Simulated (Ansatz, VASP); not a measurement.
Sb in VASP and in Ansatz

```
Sb
1.0
     3.35453    0.00000    0.00000
    -1.67727    2.90511    0.00000
     0.00000    0.00000    5.47016
Sb
2
Direct
  0.66667 0.33333 0.75000
  0.33333 0.66667 0.25000
```

Alike in both runs: task relaxation of cell and atoms; functional PBEsol-based global hybrid with a share of 0.25 of exact exchange; k mesh 5 × 5 × 3; occupations fermi-dirac, width 0.05 eV; no spin polarisation.

|  | VASP | Ansatz |
| --- | --- | --- |
| version | VASP 6.6.1 | Ansatz 0.2.0 |
| potentials or method | VASP PAW PBE potentials, release 64 (Sb) | Ansatz PAW |
| plane-wave cutoff (eV) | 600 | 420 |
| valence electrons in the cell | 10 | 30 |

|  | VASP | Ansatz | Ansatz less VASP |
| --- | --- | --- | --- |
| gap on the k mesh at the Fermi level, each at its own relaxed structure (eV) | none | none | - |
| relaxed volume (Å³/atom) | 24.73 | 25.11 | +0.379 |
| relaxed length of the cell vector where the two differ most in proportion (Å) | 5.442 | 5.470 | +0.0280 |

VASP's potentials were made for PBE, not for PBEsol-based global hybrid. A gap of «none» marks a metal or a gap that the smearing closes. VASP's potentials hold 10 valence electrons a cell and Ansatz's 30, so a difference there can come from the potentials and not from the codes.

The k mesh is coarse, so the values compare programs but aren't converged. Spin-orbit coupling is off throughout. Noted on Ansatz's run: the plane-wave basis is chosen anew once the cell has moved, so the energies of steps on either side of that aren't comparable.
